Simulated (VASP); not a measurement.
# Ba4Er (I-43m) in VASP: single point with PBE

Aim: the single point of Ba4Er with PBE.

Program: VASP 6.6.1. These are calculated values, not measurements. Logs are shortened: lines on timing, memory, paths and dates and some standing lists are left out, and cuts for length are marked.

### Step 1. The cell of the first run

The structure is cubic, space group I-43m (No. 217). The conventional cell has a = 8.619 Å, b = 8.619 Å, c = 8.619 Å, α = 90.00°, β = 90.00°, γ = 90.00°. Ba (site symmetry 3m) has 2 Er at 3.68 to 3.78 Å and 6 Ba at 4.31 Å within 4.8 Å. Er (site symmetry -43m) has 8 Ba at 3.68 to 3.78 Å within 4.8 Å.

The cell was generated, and may not be a known phase.

### Step 2. Single point, PBE

The input, INCAR:

```
PREC = Accurate
ENCUT = 500
EDIFF = 1E-6
ISMEAR = 0
SIGMA = 0.1
LREAL = False
LASPH = True
NELM = 200
ALGO = Normal
ISIF = 2
LWAVE = False
LCHARG = False
GGA = PE
NBANDS = 32
GGA_COMPAT = False
LMAXMIX = 6
```

The input, KPOINTS:

```
Automatic mesh
0
Gamma
  4 4 4
```

The input, POSCAR:

```
Ba4Er
1.0
   -4.3097427705      4.3097427705      4.3097427705
    4.3097427705     -4.3097427705      4.3097427705
    4.3097427705      4.3097427705     -4.3097427705
Ba Er
4 1
Direct
    0.4931080957      0.4931080957      0.4931080957
    0.5068919043      0.0000000000      0.0000000000
    0.0000000000      0.0000000000      0.5068919043
    0.0000000000      0.5068919043      0.0000000000
    0.0000000000      0.0000000000      0.0000000000
```

Potentials or basis: VASP PAW PBE potentials, release 64 (Ba_sv, Er_3), 4f in core.

Launch:

```sh
$ cat potpaw_PBE.64/Ba_sv/POTCAR potpaw_PBE.64/Er_3/POTCAR > POTCAR
$ mpirun -np 1 vasp_std > vasp.out
```

OUTCAR:

```text
PREC = Accurate
   ENCUT = 500
   EDIFF = 1E-6
   ISMEAR = 0
   LREAL = False
   LASPH = True
   NELM = 200
   ISIF = 2
   GGA = PE

 ion  position               nearest neighbor table
   1  0.493  0.493  0.493-   5 3.68   5 3.78   4 4.31   2 4.31   2 4.31   3 4.31   4 4.31   3 4.31

   2  0.507  0.000  0.000-   5 3.68   5 3.78   1 4.31   4 4.31   1 4.31   3 4.31   4 4.31   3 4.31

   3  0.000  0.000  0.507-   5 3.68   5 3.78   1 4.31   2 4.31   2 4.31   4 4.31   4 4.31   1 4.31

   4  0.000  0.507  0.000-   5 3.68   5 3.78   1 4.31   2 4.31   2 4.31   3 4.31   3 4.31   1 4.31

   5  0.000  0.000  0.000-   1 3.68   2 3.68   3 3.68   4 3.68   4 3.78   3 3.78   2 3.78   1 3.78

  LATTYP: Found a body centered cubic cell.
 ALAT       =     8.6194855410

  Lattice vectors:

 A1 = (  -4.3097427705,   4.3097427705,   4.3097427705)
 A2 = (   4.3097427705,  -4.3097427705,   4.3097427705)
 A3 = (   4.3097427705,   4.3097427705,  -4.3097427705)

Analysis of symmetry for initial positions (statically):
=====================================================================
 Subroutine PRICEL returns:
 Original cell was already a primitive cell.

 Routine SETGRP: Setting up the symmetry group for a
 body centered cubic supercell.

 Subroutine GETGRP returns: Found 24 space group operations
 (whereof 24 operations were pure point group operations)
 out of a pool of 48 trial point group operations.

The static configuration has the point symmetry T_d .

Analysis of symmetry for dynamics (positions and initial velocities):
=====================================================================
 Subroutine PRICEL returns:
 Original cell was already a primitive cell.

 Routine SETGRP: Setting up the symmetry group for a
 body centered cubic supercell.

 Subroutine GETGRP returns: Found 24 space group operations
 (whereof 24 operations were pure point group operations)
 out of a pool of 48 trial point group operations.

The dynamic configuration has the point symmetry T_d .

 Subroutine INISYM returns: Found 24 space group operations
 (whereof 24 operations are pure point group operations),
 and found     1 'primitive' translations

----------------------------------------------------------------------------------------

                                     Primitive cell

  volume of cell :     320.1946

  direct lattice vectors                    reciprocal lattice vectors
    -4.309742770  4.309742770  4.309742770     0.000000000  0.116016205  0.116016205
     4.309742770 -4.309742770  4.309742770     0.116016205  0.000000000  0.116016205
     4.309742770  4.309742770 -4.309742770     0.116016205  0.116016205  0.000000000

  length of vectors
     7.464693446  7.464693446  7.464693446     0.164071690  0.164071690  0.164071690

  position of ions in fractional coordinates (direct lattice)
     0.493108096  0.493108096  0.493108096
     0.506891904  0.000000000  0.000000000
     0.000000000  0.000000000  0.506891904
     0.000000000  0.506891904  0.000000000
     0.000000000  0.000000000  0.000000000

  ion indices of the primitive-cell ions
   primitive index   ion index
                 1           1
                 2           2
                 3           3
                 4           4
                 5           5

----------------------------------------------------------------------------------------

 KPOINTS: Automatic mesh

Automatic generation of k-mesh.
 Grid dimensions read from file:
 generate k-points for:    4    4    4

 Generating k-lattice:

  Cartesian coordinates                     Fractional coordinates (reciprocal lattice)
     0.000000000  0.029004051  0.029004051     0.250000000  0.000000000  0.000000000
     0.029004051  0.000000000  0.029004051     0.000000000  0.250000000  0.000000000
     0.029004051  0.029004051  0.000000000     0.000000000  0.000000000  0.250000000

  Length of vectors
     0.041017923  0.041017923  0.041017923

  Shift w.r.t. Gamma in fractional coordinates (k-lattice)
     0.000000000  0.000000000  0.000000000

 Subroutine IBZKPT returns following result:
 ===========================================

 Found      8 irreducible k-points:

 Following reciprocal coordinates:
            Coordinates               Weight
  0.000000  0.000000  0.000000      1.000000
  0.250000  0.000000  0.000000     12.000000
  0.500000  0.000000  0.000000      6.000000
  0.250000  0.250000  0.000000     24.000000
  0.250000  0.250000  0.250000      2.000000
 -0.250000  0.250000  0.250000      6.000000
  0.500000  0.500000  0.250000     12.000000
  0.500000  0.500000  0.500000      1.000000
   k-points           NKPTS =      8   k-points in BZ     NKDIM =      8   number of bands    NBANDS=     32
   number of dos      NEDOS =    301   number of ions     NIONS =      5
   total plane-waves  NPLWV = 157464
   dimension x,y,z NGX =    54 NGY =   54 NGZ =   54
   dimension x,y,z NGXF=   108 NGYF=  108 NGZF=  108
   ions per type =               4   1
   NGX,Y,Z   is equivalent  to a cutoff of  12.03, 12.03, 12.03 a.u.
   NGXF,Y,Z  is equivalent  to a cutoff of  24.05, 24.05, 24.05 a.u.
 SYSTEM =  unknown system
   PREC   = accura    normal or accurate (medium, high low for compatibility)
   ISTART =      0    job   : 0-new  1-cont  2-samecut
   ICHARG =      2    charge: 1-file 2-atom 10-const
   ISPIN  =      1    spin polarized calculation?
   LNONCOLLINEAR =      F non collinear calculations
   LSORBIT =      F    spin-orbit coupling
   LASPH  =      T    aspherical Exc in radial PAW
   ENCUT  =  500.0 eV  36.75 Ry    6.06 a.u.  13.61 13.61 13.61*2*pi/ulx,y,z
   NELM   =    200;   NELMIN=  2; NELMDL= -5     # of ELM steps
   EDIFF  = 0.1E-05   stopping-criterion for ELM
   LREAL  =      F    real-space projection
   EDIFFG = 0.1E-04   stopping-criterion for IOM
   NSW    =      0    number of steps for IOM
   IBRION =     -1    ionic relax: 0-MD 1-quasi-New 2-CG
   NFREE  =      0    steps in history (QN), initial steepest desc. (CG)
   ISIF   =      2    stress and relaxation
   ISYM   =      2    0-nonsym 1-usesym 2-fastsym
   POTIM  = 0.5000    time-step for ionic-motion
   TEBEG  =    0.0;   TEEND  =   0.0 temperature during run
   PSTRESS=    0.0 pullay stress
   NELECT =      49.0000    total number of electrons
   NUPDOWN=      -1.0000    fix difference up-down
   EMIN   =  10.00;   EMAX   =-10.00  energy-range for DOS
   EFERMI =   0.00;   METHOD = LEGACY
   ISMEAR =     0;   SIGMA  =   0.10  broadening in eV -4-tet -1-fermi 0-gaus
   EFERMI_NEDOS =   21; number of points for ismear=-14 and -15
   IALGO  =     38    algorithm
   IMIX   =      4    mixing-type and parameters
     AMIX     =   0.40;   BMIX     =  1.00
     AMIX_MAG =   1.60;   BMIX_MAG =  1.00
  volume/ion in A,a.u.               =      64.04       432.16
  Fermi-wavevector in a.u.,A,eV,Ry     =   0.875660  1.654757 10.432681  0.766780
  Thomas-Fermi vector in A             =   1.995362
   LORBIT       =      0    0 simple, 1 ext, 2 COOP (PROOUT), +10 PAW based schemes
   GGA     = PE    functional components
   LHFCALC =     F    Hartree Fock is set to
   AEXX    =    0.0000 exact exchange contribution
   IVDW    =     0    specifies the selected vdW correction
   LEPSILON=     F    determine dielectric tensor
   LRPA    =     F    only Hartree local field effects (RPA)
 non-spin polarized calculation
 Gauss-broadening in eV      SIGMA  =   0.10
  energy-cutoff  :      500.00
  volume of cell :      320.19
 maximum number of plane-waves:      8184
   NGX = 27   NGY = 27   NGZ = 27

 number of electron      49.0000003 magnetization

 Free energy of the ion-electron system (eV)
  ---------------------------------------------------
  ext. energy  EPLUGINS =         0.00000000
  ---------------------------------------------------
  free energy    TOTEN  =        -9.77330779 eV

  energy without entropy =       -9.72340930  energy(sigma->0) =       -9.74835855

 E-fermi :   1.2452     XC(G=0):  -7.1944

 val. band max:        1.1399360347   @ k =   0.2500   0.0000   0.0000
 cond. band min:       1.2493169926   @ k =   0.5000   0.0000   0.0000
 fundamental gap:      0.1093809579
 Fermi energy:         1.2451766721

 k-point     1 :       0.0000    0.0000    0.0000
  band No.  band energies     occupation
      1     -27.6640      2.00000
      2     -27.6219      2.00000
      3     -27.6219      2.00000
      4     -27.6219      2.00000
      5     -24.1430      2.00000
      6     -24.1430      2.00000
[... 24 lines left out ...]
     31       2.8769      0.00000
     32       3.2255      0.00000

 k-point     2 :       0.2500    0.0000    0.0000
  band No.  band energies     occupation
      1     -27.6581      2.00000
      2     -27.6283      2.00000
      3     -27.6223      2.00000
      4     -27.6220      2.00000
      5     -24.1430      2.00000
      6     -24.1421      2.00000
[... 24 lines left out ...]
     31       2.6278      0.00000
     32       2.6944      0.00000

 k-point     3 :       0.5000    0.0000    0.0000
  band No.  band energies     occupation
      1     -27.6441      2.00000
      2     -27.6429      2.00000
      3     -27.6226      2.00000
      4     -27.6221      2.00000
      5     -24.1430      2.00000
      6     -24.1412      2.00000
[... 24 lines left out ...]
     31       2.2560      0.00000
     32       2.3561      0.00000

 k-point     4 :       0.2500    0.2500    0.0000
  band No.  band energies     occupation
      1     -27.6479      2.00000
      2     -27.6330      2.00000
      3     -27.6329      2.00000
      4     -27.6179      2.00000
      5     -24.1425      2.00000
      6     -24.1412      2.00000
[... 24 lines left out ...]
     31       2.2687      0.00000
     32       2.3009      0.00000

 k-point     5 :       0.2500    0.2500    0.2500
  band No.  band energies     occupation
      1     -27.6331      2.00000
      2     -27.6331      2.00000
      3     -27.6331      2.00000
      4     -27.6325      2.00000
      5     -24.1412      2.00000
      6     -24.1412      2.00000
[... 24 lines left out ...]
     31       2.3060      0.00000
     32       2.6173      0.00000

 k-point     6 :      -0.2500    0.2500    0.2500
  band No.  band energies     occupation
      1     -27.6540      2.00000
      2     -27.6329      2.00000
      3     -27.6329      2.00000
      4     -27.6117      2.00000
      5     -24.1413      2.00000
      6     -24.1412      2.00000
[... 24 lines left out ...]
     31       2.3870      0.00000
     32       2.3874      0.00000

 k-point     7 :       0.5000    0.5000    0.2500
  band No.  band energies     occupation
      1     -27.6440      2.00000
      2     -27.6434      2.00000
      3     -27.6375      2.00000
      4     -27.6075      2.00000
      5     -24.1412      2.00000
      6     -24.1403      2.00000
[... 24 lines left out ...]
     31       2.1420      0.00000
     32       2.2307      0.00000

 k-point     8 :       0.5000    0.5000    0.5000
  band No.  band energies     occupation
      1     -27.6439      2.00000
      2     -27.6439      2.00000
      3     -27.6439      2.00000
      4     -27.6014      2.00000
      5     -24.1395      2.00000
      6     -24.1395      2.00000
[... 24 lines left out ...]
     31       2.0473      0.00000
     32       2.8207      0.00000

------------------------ aborting loop because EDIFF is reached ----------------------------------------

  FORCE on cell =-STRESS in cart. coord.  units (eV):
  Direction    XX          YY          ZZ          XY          YZ          ZX
  --------------------------------------------------------------------------------------
  -------------------------------------------------------------------------------------
  Total        0.2815757      0.2815757      0.2815757     -0.0000000      0.0000000     -0.0000000
  in kB        1.4089375      1.4089375      1.4089375     -0.0000000      0.0000000     -0.0000000
  external PRESSURE =       1.4089375 kB  Pullay stress =       0.0000000 kB

 VOLUME and BASIS-vectors are now :
 -----------------------------------------------------------------------------
  energy-cutoff  :      500.00
  volume of cell :      320.19
      direct lattice vectors                 reciprocal lattice vectors
    -4.309742770  4.309742770  4.309742770     0.000000000  0.116016205  0.116016205
     4.309742770 -4.309742770  4.309742770     0.116016205  0.000000000  0.116016205
     4.309742770  4.309742770 -4.309742770     0.116016205  0.116016205  0.000000000

 POSITION                                       TOTAL-FORCE (eV/Angst)
 -----------------------------------------------------------------------------------
      2.12517      2.12517      2.12517         0.038311      0.038311      0.038311
     -2.18457      2.18457      2.18457         0.038311     -0.038311     -0.038311
      2.18457      2.18457     -2.18457        -0.038311     -0.038311      0.038311
      2.18457     -2.18457      2.18457        -0.038311      0.038311     -0.038311
      0.00000      0.00000      0.00000        -0.000000     -0.000000      0.000000
 -----------------------------------------------------------------------------------
    total drift:                                0.000000      0.000000      0.000000

  FREE ENERGIE OF THE ION-ELECTRON SYSTEM (eV)
  ---------------------------------------------------
  free  energy   TOTEN  =        -9.7733077881 eV

  energy  without entropy=       -9.7234093021  energy(sigma->0) =       -9.74835855
```

Run time: 83 s. Hardware: 1 thread of Intel Xeon Platinum 8488C (Sapphire Rapids), shared host; peak memory 0.39 GiB.

Results:

| Property | Result |
| --- | --- |
| Free energy | -9.7733 eV |
| Pressure | 0.1 GPa |
| Largest force | 0.066 eV/Å |
| Band gap on the k mesh | zero (an odd number of electrons rules out a gap without spin polarisation) |

Forces on the atoms (eV/Å):
```
Ba   0.038  0.038  0.038
Ba   0.038 -0.038 -0.038
Ba  -0.038 -0.038  0.038
Ba  -0.038  0.038 -0.038
Er   0.000  0.000  0.000
```

Caveat: spin-orbit coupling is left out, which moves the levels of the heavy elements; the 4f electrons are frozen in the core, so they carry no moment and show no levels. Spin polarisation is off, so any magnetic state and its effect on volume and gap are missing.

The gap in the log of VASP goes by the Fermi energy; the results here count the filled bands.